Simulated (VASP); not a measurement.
Write the native input for VASP 6.6.1 that does the following.

```yaml
Task: single point
Functional: PBE
Potentials_or_basis: VASP PAW PBE potentials, release 64 (Be)
Cutoff: 520 eV
k_mesh: 13 × 13 × 19
Occupations: fermi-dirac, width 0.08 eV
Spin: no spin polarisation
Dipole_correction: no
Further_INCAR_settings: ALGO = Normal; EDIFF = 1e-06; NBANDS = 10
```

The structure of Be lies in POSCAR:

```
Be
1.0
    2.7006841503      0.0000000000      0.0000000000
   -1.3503420751      2.3388610818      0.0000000000
    0.0000000000      0.0000000000      1.6087735068
Be
3
Direct
    0.0000000000      0.0000000000      0.0000000000
    0.3333333333      0.6666666667      0.5000000000
    0.6666666667      0.3333333333      0.5000000000
```

This isn't the form of Be at room conditions, which is hcp.

One way to write it, as run:

INCAR

```
SYSTEM = Be
PREC = Accurate
ENCUT = 520
EDIFF = 1E-6
ISMEAR = -1
SIGMA = 0.08
LREAL = .FALSE.
LASPH = .TRUE.
NELM = 60
ALGO = Normal
ISIF = 2
LWAVE = .FALSE.
LCHARG = .FALSE.
GGA = PE
NBANDS = 10
```

KPOINTS

```
regular mesh
0
G
  13 13 19
  0 0 0
```

Potentials or basis: VASP PAW PBE potentials, release 64 (Be).

Launch:

```sh
$ cat potpaw_PBE.64/Be/POTCAR > POTCAR
$ mpirun -np 1 vasp_std > vasp.out
```

It gave:

```
Pressure               : 423.4 GPa
Band gap on the k mesh : zero (bands 3 and 4 overlap by 10.06 eV)
```

Caveat: the cell stands under pressure.

It took 26 s on 1 thread of Intel Xeon 8259CL (shared host), peak memory 0.13 GiB.
